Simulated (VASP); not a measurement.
# Ta2Sn3 (P-3m1) in VASP: further runs, part 3 of 3

VASP 6.6.1.

## 6. Single point, PBE

This run uses another cell than the first one: it holds 10 atoms, not 5.

The input, INCAR:

```
PREC     = Accurate       # precision mode
ENCUT    = 520            # plane-wave cutoff, eV
EDIFF    = 1E-6           # SCF threshold, eV
ISMEAR   = 0              # smearing method
SIGMA    = 0.2            # smearing width, eV
LREAL    = F              # projectors in reciprocal space
LASPH    = T              # aspherical terms in the spheres
NELM     = 60             # most SCF steps
ALGO     = Fast           # electronic algorithm
ISIF     = 2              # what is computed and relaxed
LWAVE    = F              # write WAVECAR
LCHARG   = F              # write CHGCAR
GGA      = PE             # functional
NBANDS   = 75             # bands
```

The input, KPOINTS:

```
regular mesh
0
Gamma
  6 6 2
```

The input, POSCAR:

```
Ta2Sn3
1.0
    4.8945528834      0.0000000000      0.0000000000
   -2.4472764417      4.2388071372      0.0000000000
    0.0000000000      0.0000000000     11.4668918852
Ta Sn
4 6
Direct
    0.6666666667      0.3333333333      0.4528169624
    0.6666666667      0.3333333333      0.9528169624
    0.3333333333      0.6666666667      0.0471830376
    0.3333333333      0.6666666667      0.5471830376
    0.0000000000      0.0000000000      0.5000000000
    0.0000000000      0.0000000000      1.0000000000
    0.6666666667      0.3333333333      0.1963888314
    0.6666666667      0.3333333333      0.6963888314
    0.3333333333      0.6666666667      0.3036111686
    0.3333333333      0.6666666667      0.8036111686
```

Potentials or basis: VASP PAW PBE potentials, release 64 (Ta_pv, Sn_d).

Launch:

```bash
$ cat potpaw_PBE.64/Ta_pv/POTCAR potpaw_PBE.64/Sn_d/POTCAR > POTCAR
$ mpirun -np 1 vasp_std > vasp.out
```

OUTCAR:

```text
PREC = Accurate
   ENCUT = 520
   EDIFF = 1E-6
   ISMEAR = 0
   LREAL = F
   LASPH = T
   NELM = 60
   ISIF = 2
   GGA = PE

 ion  position               nearest neighbor table
   1  0.667  0.333  0.453-   8 2.79   5 2.88   5 2.88   5 2.88   7 2.94   4 3.03   4 3.03   4 3.03
                             9 3.30   9 3.30   9 3.30
   2  0.667  0.333  0.953-   7 2.79   6 2.88   6 2.88   6 2.88   8 2.94   3 3.03   3 3.03   3 3.03
                            10 3.30  10 3.30  10 3.30
   3  0.333  0.667  0.047-  10 2.79   6 2.88   6 2.88   6 2.88   9 2.94   2 3.03   2 3.03   2 3.03
                             7 3.30   7 3.30   7 3.30
   4  0.333  0.667  0.547-   9 2.79   5 2.88   5 2.88   5 2.88  10 2.94   1 3.03   1 3.03   1 3.03
[... 1324 lines left out ...]

 VOLUME and BASIS-vectors are now :
 -----------------------------------------------------------------------------
  energy-cutoff  :      520.00
  volume of cell :      237.90
      direct lattice vectors                 reciprocal lattice vectors
     4.894552883  0.000000000  0.000000000     0.204308754  0.117957714  0.000000000
    -2.447276442  4.238807137  0.000000000     0.000000000  0.235915428  0.000000000
     0.000000000  0.000000000 11.466891885     0.000000000  0.000000000  0.087207589

 POSITION                                       TOTAL-FORCE (eV/Angst)
 -----------------------------------------------------------------------------------
      2.44728      1.41294      5.19240        -0.000000     -0.000000     -0.025755
      2.44728      1.41294     10.92585         0.000000     -0.000000     -0.025755
     -0.00000      2.82587      0.54104        -0.000000      0.000000      0.025755
     -0.00000      2.82587      6.27449         0.000000     -0.000000      0.025755
      0.00000      0.00000      5.73345        -0.000000     -0.000000     -0.000000
      0.00000      0.00000      0.00000        -0.000000     -0.000000     -0.000000
      2.44728      1.41294      2.25197         0.000000     -0.000000      0.046570
      2.44728      1.41294      7.98542        -0.000000     -0.000000      0.046570
     -0.00000      2.82587      3.48148         0.000000      0.000000     -0.046570
     -0.00000      2.82587      9.21492         0.000000      0.000000     -0.046570
 -----------------------------------------------------------------------------------
    total drift:                               -0.000000      0.000000     -0.000000

  FREE ENERGIE OF THE ION-ELECTRON SYSTEM (eV)
  ---------------------------------------------------
  free  energy   TOTEN  =       -69.0346018515 eV

  energy  without entropy=      -68.9247087881  energy(sigma->0) =      -68.97965532
```

OSZICAR:

```text
N       E                     dE             d eps       ncg     rms          rms(c)
DAV:   1     0.167784144399E+04    0.16778E+04   -0.62150E+04  2223   0.250E+03
DAV:   2     0.204799250588E+03   -0.14730E+04   -0.14465E+04  2100   0.749E+02
DAV:   3    -0.474608756481E+02   -0.25226E+03   -0.24074E+03  2217   0.243E+02
DAV:   4    -0.707200385411E+02   -0.23259E+02   -0.22078E+02  2560   0.677E+01
DAV:   5    -0.717184139402E+02   -0.99838E+00   -0.98350E+00  2672   0.135E+01    0.232E+01
RMM:   6    -0.694948143954E+02    0.22236E+01   -0.35269E+00  2510   0.701E+00    0.113E+01
RMM:   7    -0.690594413038E+02    0.43537E+00   -0.47166E+00  2618   0.687E+00    0.136E+00
RMM:   8    -0.690224080466E+02    0.37033E-01   -0.60628E-01  2697   0.298E+00    0.120E+00
RMM:   9    -0.690317515145E+02   -0.93435E-02   -0.25333E-01  3215   0.157E+00    0.384E-01
RMM:  10    -0.690351496227E+02   -0.33981E-02   -0.42916E-02  3396   0.566E-01    0.277E-01
RMM:  11    -0.690345549346E+02    0.59469E-03   -0.76352E-03  3177   0.250E-01    0.148E-01
RMM:  12    -0.690345392562E+02    0.15678E-04   -0.21938E-03  3025   0.140E-01    0.298E-02
RMM:  13    -0.690345892320E+02   -0.49976E-04   -0.65669E-04  3407   0.685E-02    0.123E-02
RMM:  14    -0.690345967526E+02   -0.75206E-05   -0.10245E-04  3035   0.298E-02    0.630E-03
RMM:  15    -0.690346008868E+02   -0.41342E-05   -0.33540E-05  2465   0.150E-02    0.130E-03
RMM:  16    -0.690346016828E+02   -0.79603E-06   -0.10561E-05  2008   0.888E-03    0.822E-04
RMM:  17    -0.690346018515E+02   -0.16870E-06   -0.34936E-06  1633   0.542E-03
   1 F= -.69034602E+02 E0= -.68979655E+02  d E =-.109893E+00
```

stdout:

```text
POSCAR found type information on POSCAR TaSn
 POSCAR found :  2 types and      10 ions
 scaLAPACK will be used
 LDA part: xc-table for (Slater+PW92), standard interpolation
 POSCAR, INCAR and KPOINTS ok, starting setup
 FFT: planning ... GRIDC
 FFT: planning ... GRID_SOFT
 FFT: planning ... GRID
 WAVECAR not read
 entering main loop
```

It took 3.7 min on 1 thread of Intel Xeon 6975P-C (Granite Rapids), shared host; peak memory 0.43 GiB.

What came out:

```
Free energy            : -69.0346 eV
Pressure               : -0.2 GPa
Largest force          : 0.047 eV/Å
Band gap on the k mesh : zero (bands 64 and 65 overlap by 0.19 eV)
```

Forces on the atoms (eV/Å):
```
Ta   0.000  0.000 -0.026
Ta   0.000  0.000 -0.026
Ta   0.000  0.000  0.026
Ta   0.000  0.000  0.026
Sn   0.000  0.000  0.000
Sn   0.000  0.000  0.000
Sn   0.000  0.000  0.047
Sn   0.000  0.000  0.047
Sn   0.000  0.000 -0.047
Sn   0.000  0.000 -0.047
```

Levels at points of the mesh, in eV from the Fermi level:
```csv
k point,band 61,band 62,band 63,band 64,band 65,band 66,band 67,band 68
"(0.00, 0.00, 0.00)",-1.44,-0.80,-0.80,-0.26,0.21,0.21,0.53,1.68
"(0.50, 0.00, 0.00)",-1.36,-1.10,-1.08,-0.83,-0.04,0.19,1.32,1.44
"(0.00, 0.00, 0.50)",-1.09,-1.09,-1.09,-1.09,0.85,0.85,0.85,0.85
"(0.50, 0.00, 0.50)",-1.04,-1.04,-0.79,-0.79,0.08,0.08,0.65,0.65
```

Caveat: spin-orbit coupling is left out, which moves the levels of the heavy elements.

## 7. The runs side by side

```tsv
task	cell	k mesh	cutoff (eV)	smearing	gap on the mesh (eV)	pressure (GPa)	largest force (eV/Å)
single point	a = 4.898, b = 4.898, c = 5.716 Å, angles 90.0, 90.0, 120.0°, 5 atoms, atomic positions A	4 × 4 × 3	520	gaussian 0.2 eV	none	0.0	0.01
single point	a = 4.895, b = 4.895, c = 5.733 Å, angles 90.0, 90.0, 120.0°, 5 atoms, atomic positions B	6 × 6 × 6	520	gaussian 0.1 eV	none	0.0	-
single point	a = 4.895, b = 4.895, c = 5.734 Å, angles 90.0, 90.0, 120.0°, 5 atoms, atomic positions B	6 × 6 × 6	520	gaussian 0.1 eV	none	0.0	-
relaxation of cell and atoms	relaxed from a = 4.740, b = 4.740, c = 5.750 Å, angles 90.0, 90.0, 120.0°, 5 atoms, atomic positions C	4 × 4 × 3	600	gaussian 0.2 eV	none	0.0	0.05
single point	a = 4.895, b = 4.895, c = 11.467 Å, angles 90.0, 90.0, 120.0°, 10 atoms, atomic positions D	6 × 6 × 2	520	gaussian 0.2 eV	none	-0.2	0.05
```

Alike in all rows: level PBE; potentials or basis VASP PAW PBE potentials, release 64 (Ta_pv, Sn_d); no spin polarisation.

Caveats: some runs use coarse meshes; spin-orbit coupling is left out, which moves the levels of the heavy elements; the relaxation stopped at a loose force limit of 0.08 eV/Å, so its end isn't a converged minimum (at least some runs).

Absolute energies hang on the potentials; compare differences alone.
